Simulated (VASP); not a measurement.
CsBr:

```
CELL_PARAMETERS angstrom
4.31960 0.00000 0.00000
0.00000 4.31960 0.00000
0.00000 0.00000 4.31960
ATOMIC_POSITIONS crystal
Cs 0.00000 0.00000 0.00000
Br 0.50000 0.50000 0.50000
```

Base run:

- Program: VASP 6.6.1
- Functional: r2SCAN
- Potentials or basis: VASP PAW PBE potentials, release 64 (Cs_sv, Br)
- Cutoff: 550 eV
- k mesh: 6 × 6 × 6
- Occupations: gaussian, width 0.01 eV
- Spin: no spin polarisation

Its results: band gap on the k mesh 5.19 eV, indirect (the least direct gap lies 4.9 meV higher); pressure 0.1 GPa.

The run is repeated on the same cell with these changes: functional from r2SCAN to PBE; cutoff from 550 eV to 500 eV. What comes out?

Band gap on the k mesh 4.42 eV, indirect (least direct gap 4.43 eV); pressure 0.7 GPa.

r2SCAN gives the wider gap, since meta-GGAs in the generalised Kohn-Sham scheme recover part of the derivative discontinuity.

Caveats: spin-orbit coupling is left out, which moves the levels of the heavy elements; the PAW data sets were made with another functional, which shifts forces and pressure a little (some runs).

A k mesh can miss the band edges.
